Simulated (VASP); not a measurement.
Set up this calculation in VASP 6.6.1, as the native input.

```yaml
Task: single point
Functional: PBE
Potentials_or_basis: VASP PAW PBE potentials, release 64 (In_d)
Cutoff: 520 eV
k_mesh: 18 × 18 × 18
Occupations: gaussian, width 0.1 eV
Spin: no spin polarisation
Dipole_correction: no
Further_INCAR_settings: ALGO = Fast; EDIFF = 1e-07; NBANDS = 12
```

The structure of In lies in POSCAR:

```
In
1.0
   -1.6937462128      1.6937462128      2.3948512122
    1.6937462128     -1.6937462128      2.3948512122
    1.6937462128      1.6937462128     -2.3948512122
In
1
Direct
    0.0000000000      0.0000000000      0.0000000000
```

The input as run:

INCAR

```
ALGO = Fast
EDIFF = 1E-7
ENCUT = 520
GGA = PE
ISIF = 2
ISMEAR = 0
LASPH = T
LCHARG = F
LREAL = F
LWAVE = F
NBANDS = 12
NELM = 60
PREC = Accurate
SIGMA = 0.1
```

KPOINTS

```
k-points
0
Gamma
  18 18 18
```

Potentials or basis: VASP PAW PBE potentials, release 64 (In_d).

Launch:

```bash
$ cat potpaw_PBE.64/In_d/POTCAR > POTCAR
$ mpirun -np 1 vasp_std > vasp.out
```

It gave:

* Pressure: 0.0 GPa

It took 2.8 min on 1 thread of Intel(R) Xeon(R) Platinum 8375C CPU @ 2.90GHz (Ice Lake), on a shared host, peak memory 0.27 GiB.
